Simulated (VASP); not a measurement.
Wanted: the native input for a VASP 6.6.1 run.

```
Task                   : single point
Functional             : PBE
Dispersion             : D3(BJ)
Potentials or basis    : VASP PAW PBE potentials, release 64 (Te, Mo_sv)
Cutoff                 : 520 eV
k mesh                 : 9 × 9 × 1
Occupations            : gaussian, width 0.05 eV
Spin                   : no spin polarisation
Dipole correction      : yes
Further INCAR settings : ALGO = Normal; EDIFF = 1e-06; NBANDS = 35
```

The structure of Te2Mo lies in POSCAR:

```
Te2Mo
1.0
    3.5038815467      0.0000000000      0.0000000000
   -1.7519407734      3.0344504312      0.0000000000
    0.0000000000      0.0000000000     24.7677198428
Te Mo
4 2
Direct
    0.3333333333      0.6666666667      0.1816881016
    0.3333333333      0.6666666667      0.3284056818
    0.5000000000      1.0000000000      0.4668923904
    0.5000000000      1.0000000000      0.6136099705
    0.6666666667      0.3333333333      0.2550468917
    0.8333333333      0.6666666667      0.5402511804
```

One way to write it, as run:

INCAR

```
SYSTEM = Te2Mo
PREC = Accurate ; ENCUT = 520
EDIFF = 1E-6 ; ISMEAR = 0
SIGMA = 0.05 ; LREAL = .False.
LASPH = .True. ; NELM = 80
ALGO = Normal ; ISIF = 2
LWAVE = .False. ; LCHARG = .True.
LDIPOL = .True. ; IDIPOL = 3
DIPOL = 0.5 0.5 0.398 ; GGA = PE
IVDW = 12 ; LELF = .True.
LVHAR = .True. ; LVACPOTAV = .True.
NBANDS = 35
```

KPOINTS

```
Automatic mesh
0
Gamma
  9 9 1
  0 0 0
```

Potentials or basis: VASP PAW PBE potentials, release 64 (Te, Mo_sv).

The run is started by

```sh
$ cat potpaw_PBE.64/Te/POTCAR potpaw_PBE.64/Mo_sv/POTCAR > POTCAR
$ mpirun -np 1 vasp_std > vasp.out
```

It gave:

```json
{
  "Largest force": "0.238 eV/Å",
  "Band gap on the k mesh": "1.05 eV, indirect (least direct gap 1.14 eV)",
  "Dispersion energy per atom": "-0.467 eV"
}
```

Caveat: spin-orbit coupling is left out, which moves the levels of the heavy elements.

Run time: 11 min on 1 thread of Oxide Virtual Turin-like Processor, with other jobs on the host, peak memory 0.44 GiB.
